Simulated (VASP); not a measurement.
# NaBe2 in VASP: notebook

Runs on NaBe2. Level: PBE. Tasks: single point, relaxation of cell and atoms.

Everything below comes from runs of VASP 6.6.1. Logs are shortened: lines on timing, memory, paths and dates and some standing lists are left out, and cuts for length are marked.

### 1 The cell of the first run

Symmetry: P4/nmm, No. 129, tetragonal system. The conventional cell has a = 5.433 Å, b = 5.433 Å, c = 4.158 Å, α = 90.00°, β = 90.00°, γ = 90.00°. Na (site symmetry 4mm) has 8 Be at 2.91 to 2.92 Å within 3.8 Å. Be (site symmetry 2mm) has 2 Be at 2.05 to 2.11 Å within 2.7 Å.

### 2 Single point, PBE

INCAR

```
PREC = Accurate
ENCUT = 520
EDIFF = 1E-7
ISMEAR = 0
SIGMA = 0.1
LREAL = F
LASPH = T
NELM = 60
ALGO = Fast
ISIF = 2
LWAVE = F
LCHARG = T
GGA = PE
LELF = T
LVHAR = T
NBANDS = 20
```

KPOINTS

```
Automatic mesh
0
Gamma
  4 4 4
```

POSCAR

```
NaBe2
1.0
    5.4327260513      0.0000000000      0.0000000000
    0.0000000000      5.4327260513      0.0000000000
    0.0000000000      0.0000000000      4.1576283677
Na Be
2 4
Direct
    0.0000000000      0.5000000000      0.0012880763
    0.5000000000      0.0000000000      0.9987119237
    0.0000000000      0.0000000000      0.2532903189
    0.5000000000      0.5000000000      0.2532903189
    0.0000000000      0.0000000000      0.7467096811
    0.5000000000      0.5000000000      0.7467096811
```

Potentials or basis: VASP PAW PBE potentials, release 64 (Na_pv, Be).

The run is started by

```
$ cat potpaw_PBE.64/Na_pv/POTCAR potpaw_PBE.64/Be/POTCAR > POTCAR
$ mpirun -np 1 vasp_std > vasp.out
```

OUTCAR:

```text
PREC = Accurate
   ENCUT = 520
   EDIFF = 1E-7
   ISMEAR = 0
   LREAL = F
   LASPH = T
   NELM = 60
   ISIF = 2
   GGA = PE

 ion  position               nearest neighbor table
   1  0.000  0.500  0.001-
   2  0.500  0.000  0.999-
   3  0.000  0.000  0.253-   5 2.05   5 2.11
   4  0.500  0.500  0.253-   6 2.05   6 2.11
   5  0.000  0.000  0.747-   3 2.05   3 2.11
   6  0.500  0.500  0.747-   4 2.05   4 2.11

  LATTYP: Found a simple tetragonal cell.
 ALAT       =     5.4327260513
 C/A-ratio  =     0.7652932116

  Lattice vectors:

 A1 = (   5.4327260513,   0.0000000000,   0.0000000000)
 A2 = (   0.0000000000,   5.4327260513,   0.0000000000)
 A3 = (   0.0000000000,   0.0000000000,   4.1576283677)

Analysis of symmetry for initial positions (statically):
=====================================================================
 Subroutine PRICEL returns:
 Original cell was already a primitive cell.

 Routine SETGRP: Setting up the symmetry group for a
 simple tetragonal supercell.

 Subroutine GETGRP returns: Found 16 space group operations
 (whereof  8 operations were pure point group operations)
 out of a pool of 16 trial point group operations.

The static configuration has the point symmetry D_2d.
 The point group associated with its full space group is D_4h.

Analysis of symmetry for dynamics (positions and initial velocities):
=====================================================================
 Subroutine PRICEL returns:
 Original cell was already a primitive cell.

 Routine SETGRP: Setting up the symmetry group for a
 simple tetragonal supercell.

 Subroutine GETGRP returns: Found 16 space group operations
 (whereof  8 operations were pure point group operations)
 out of a pool of 16 trial point group operations.

The dynamic configuration has the point symmetry D_2d.
 The point group associated with its full space group is D_4h.

 Subroutine INISYM returns: Found 16 space group operations
 (whereof  8 operations are pure point group operations),
 and found     1 'primitive' translations

----------------------------------------------------------------------------------------

                                     Primitive cell

  volume of cell :     122.7104

  direct lattice vectors                    reciprocal lattice vectors
     5.432726051  0.000000000  0.000000000     0.184069653  0.000000000  0.000000000
     0.000000000  5.432726051  0.000000000     0.000000000  0.184069653  0.000000000
     0.000000000  0.000000000  4.157628368     0.000000000  0.000000000  0.240521738

  length of vectors
     5.432726051  5.432726051  4.157628368     0.184069653  0.184069653  0.240521738

  position of ions in fractional coordinates (direct lattice)
     0.000000000  0.500000000  0.001288076
     0.500000000  0.000000000  0.998711924
     0.000000000  0.000000000  0.253290319
     0.500000000  0.500000000  0.253290319
     0.000000000  0.000000000  0.746709681
     0.500000000  0.500000000  0.746709681

  ion indices of the primitive-cell ions
   primitive index   ion index
                 1           1
                 2           2
                 3           3
                 4           4
                 5           5
                 6           6

----------------------------------------------------------------------------------------

 KPOINTS: Automatic mesh

Automatic generation of k-mesh.
 Grid dimensions read from file:
 generate k-points for:    4    4    4

 Generating k-lattice:

  Cartesian coordinates                     Fractional coordinates (reciprocal lattice)
     0.046017413  0.000000000  0.000000000     0.250000000  0.000000000  0.000000000
     0.000000000  0.046017413  0.000000000     0.000000000  0.250000000  0.000000000
     0.000000000  0.000000000  0.060130434     0.000000000  0.000000000  0.250000000

  Length of vectors
     0.046017413  0.046017413  0.060130434

  Shift w.r.t. Gamma in fractional coordinates (k-lattice)
     0.000000000  0.000000000  0.000000000

 Subroutine IBZKPT returns following result:
 ===========================================

 Found     18 irreducible k-points:

 Following reciprocal coordinates:
            Coordinates               Weight
  0.000000  0.000000  0.000000      1.000000
  0.250000  0.000000  0.000000      4.000000
  0.500000  0.000000  0.000000      2.000000
  0.250000  0.250000  0.000000      4.000000
  0.500000  0.250000  0.000000      4.000000
  0.500000  0.500000  0.000000      1.000000
[... 10 lines left out ...]
  0.500000  0.250000  0.500000      4.000000
  0.500000  0.500000  0.500000      1.000000
   k-points           NKPTS =     18   k-points in BZ     NKDIM =     18   number of bands    NBANDS=     20
   number of dos      NEDOS =    301   number of ions     NIONS =      6
   total plane-waves  NPLWV =  51200
   dimension x,y,z NGX =    40 NGY =   40 NGZ =   32
   dimension x,y,z NGXF=    80 NGYF=   80 NGZF=   64
   ions per type =               2   4
   NGX,Y,Z   is equivalent  to a cutoff of  12.24, 12.24, 12.80 a.u.
   NGXF,Y,Z  is equivalent  to a cutoff of  24.48, 24.48, 25.59 a.u.
 SYSTEM =  unknown system
   PREC   = accura    normal or accurate (medium, high low for compatibility)
   ISTART =      0    job   : 0-new  1-cont  2-samecut
   ICHARG =      2    charge: 1-file 2-atom 10-const
   ISPIN  =      1    spin polarized calculation?
   LNONCOLLINEAR =      F non collinear calculations
   LSORBIT =      F    spin-orbit coupling
   LASPH  =      T    aspherical Exc in radial PAW
   ENCUT  =  520.0 eV  38.22 Ry    6.18 a.u.  10.10 10.10  7.73*2*pi/ulx,y,z
   NELM   =     60;   NELMIN=  2; NELMDL= -5     # of ELM steps
   EDIFF  = 0.1E-06   stopping-criterion for ELM
   LREAL  =      F    real-space projection
   EDIFFG = 0.1E-05   stopping-criterion for IOM
   NSW    =      0    number of steps for IOM
   IBRION =     -1    ionic relax: 0-MD 1-quasi-New 2-CG
   NFREE  =      0    steps in history (QN), initial steepest desc. (CG)
   ISIF   =      2    stress and relaxation
   ISYM   =      2    0-nonsym 1-usesym 2-fastsym
   POTIM  = 0.5000    time-step for ionic-motion
   TEBEG  =    0.0;   TEEND  =   0.0 temperature during run
   PSTRESS=    0.0 pullay stress
   NELECT =      22.0000    total number of electrons
   NUPDOWN=      -1.0000    fix difference up-down
   EMIN   =  10.00;   EMAX   =-10.00  energy-range for DOS
   EFERMI =   0.00;   METHOD = LEGACY
   ISMEAR =     0;   SIGMA  =   0.10  broadening in eV -4-tet -1-fermi 0-gaus
   EFERMI_NEDOS =   21; number of points for ismear=-14 and -15
   IALGO  =     68    algorithm
   IMIX   =      4    mixing-type and parameters
     AMIX     =   0.40;   BMIX     =  1.00
     AMIX_MAG =   1.60;   BMIX_MAG =  1.00
  volume/ion in A,a.u.               =      20.45       138.02
  Fermi-wavevector in a.u.,A,eV,Ry     =   0.923114  1.744432 11.594059  0.852139
  Thomas-Fermi vector in A             =   2.048715
   LORBIT       =      0    0 simple, 1 ext, 2 COOP (PROOUT), +10 PAW based schemes
   GGA     = PE    functional components
   LHFCALC =     F    Hartree Fock is set to
   AEXX    =    0.0000 exact exchange contribution
   IVDW    =     0    specifies the selected vdW correction
   LEPSILON=     F    determine dielectric tensor
   LRPA    =     F    only Hartree local field effects (RPA)
 non-spin polarized calculation
 RMM-DIIS sequential band-by-band and
 Gauss-broadening in eV      SIGMA  =   0.10
  energy-cutoff  :      520.00
  volume of cell :      122.71
 maximum number of plane-waves:      3336
   NGX = 21   NGY = 21   NGZ = 15

 number of electron      21.9999986 magnetization

 Free energy of the ion-electron system (eV)
  ---------------------------------------------------
  ext. energy  EPLUGINS =         0.00000000
  ---------------------------------------------------
  free energy    TOTEN  =       -11.53877080 eV

  energy without entropy =      -11.52207308  energy(sigma->0) =      -11.53042194

 E-fermi :   0.8538     XC(G=0):  -7.6741

 val. band max:        0.8039728110   @ k =   0.5000   0.0000   0.0000
 cond. band min:       0.8613465092   @ k =   0.5000   0.0000   0.0000
 fundamental gap:      0.0573736982
 Fermi energy:         0.8537712398

 k-point     1 :       0.0000    0.0000    0.0000
  band No.  band energies     occupation
      1     -23.0109      2.00000
      2     -23.0079      2.00000
      3     -22.9997      2.00000
      4     -22.9997      2.00000
      5     -22.9846      2.00000
      6     -22.9846      2.00000
[... 12 lines left out ...]
     19       6.7053      0.00000
     20       6.7053      0.00000

 k-point     2 :       0.2500    0.0000    0.0000
  band No.  band energies     occupation
      1     -23.0105      2.00000
      2     -23.0083      2.00000
      3     -22.9977      2.00000
      4     -22.9975      2.00000
      5     -22.9869      2.00000
      6     -22.9868      2.00000
[... 12 lines left out ...]
     19       7.4873      0.00000
     20       8.2998      0.00000

 k-point     3 :       0.5000    0.0000    0.0000
  band No.  band energies     occupation
      1     -23.0094      2.00000
      2     -23.0094      2.00000
      3     -22.9925      2.00000
      4     -22.9925      2.00000
      5     -22.9921      2.00000
      6     -22.9921      2.00000
[... 12 lines left out ...]
     19       7.6469      0.00000
     20       7.6470      0.00000

 k-point     4 :       0.2500    0.2500    0.0000
  band No.  band energies     occupation
      1     -23.0102      2.00000
      2     -23.0087      2.00000
      3     -23.0009      2.00000
      4     -22.9934      2.00000
      5     -22.9912      2.00000
      6     -22.9836      2.00000
[... 291 lines left out ...]
 k-point    17 :       0.5000    0.2500    0.5000
  band No.  band energies     occupation
      1     -23.0153      2.00000
      2     -23.0153      2.00000
      3     -22.9985      2.00000
      4     -22.9985      2.00000
      5     -22.9849      2.00000
      6     -22.9849      2.00000
[... 12 lines left out ...]
     19       9.0201      0.00000
     20       9.1167      0.00000

 k-point    18 :       0.5000    0.5000    0.5000
  band No.  band energies     occupation
      1     -23.0153      2.00000
      2     -23.0153      2.00000
      3     -23.0014      2.00000
      4     -23.0014      2.00000
      5     -22.9822      2.00000
      6     -22.9822      2.00000
[... 12 lines left out ...]
     19       8.6564      0.00000
     20       8.7096      0.00000

------------------------ aborting loop because EDIFF is reached ----------------------------------------

  FORCE on cell =-STRESS in cart. coord.  units (eV):
  Direction    XX          YY          ZZ          XY          YZ          ZX
  --------------------------------------------------------------------------------------
  -------------------------------------------------------------------------------------
  Total        0.0665633      0.0665633      0.1662131      0.0000000      0.0000000      0.0000000
  in kB        0.8690886      0.8690886      2.1701736      0.0000000      0.0000000      0.0000000
  external PRESSURE =       1.3027836 kB  Pullay stress =       0.0000000 kB

 VOLUME and BASIS-vectors are now :
 -----------------------------------------------------------------------------
  energy-cutoff  :      520.00
  volume of cell :      122.71
      direct lattice vectors                 reciprocal lattice vectors
     5.432726051  0.000000000  0.000000000     0.184069653  0.000000000  0.000000000
     0.000000000  5.432726051  0.000000000     0.000000000  0.184069653  0.000000000
     0.000000000  0.000000000  4.157628368     0.000000000  0.000000000  0.240521738

 POSITION                                       TOTAL-FORCE (eV/Angst)
 -----------------------------------------------------------------------------------
      0.00000      2.71636      0.00536         0.000000      0.000000     -0.000680
      2.71636      0.00000      4.15227         0.000000      0.000000      0.000680
      0.00000      0.00000      1.05309         0.000000     -0.000000     -0.027137
      2.71636      2.71636      1.05309        -0.000000      0.000000     -0.027137
      0.00000      0.00000      3.10454         0.000000     -0.000000      0.027137
      2.71636      2.71636      3.10454         0.000000      0.000000      0.027137
 -----------------------------------------------------------------------------------
    total drift:                               -0.000000      0.000000     -0.000000

  FREE ENERGIE OF THE ION-ELECTRON SYSTEM (eV)
  ---------------------------------------------------
  free  energy   TOTEN  =       -11.5387708010 eV

  energy  without entropy=      -11.5220730790  energy(sigma->0) =      -11.53042194
```

Run time: 21 s. Hardware: 1 thread of AMD EPYC 9R45 (Zen 5), shared host; peak memory 0.19 GiB.

Results:

```
Free energy            : -11.5388 eV
Pressure               : 0.1 GPa
Largest force          : 0.027 eV/Å
Band gap on the k mesh : zero (band 11 reaches 2.73 eV, above the bottom of band 12 at -0.17 eV)
```

Forces in eV/Å, atoms in the order of the input:
```
Na   0.000  0.000 -0.001
Na   0.000  0.000  0.001
Be   0.000  0.000 -0.027
Be   0.000  0.000 -0.027
Be   0.000  0.000  0.027
Be   0.000  0.000  0.027
```

Stress tensor (GPa, compression positive):
```
0.09 0.00 0.00
0.00 0.09 0.00
0.00 0.00 0.22
```

Caveat: the k points lie up to 0.38 Å⁻¹ apart.

(Continued in part 2 of 2.)
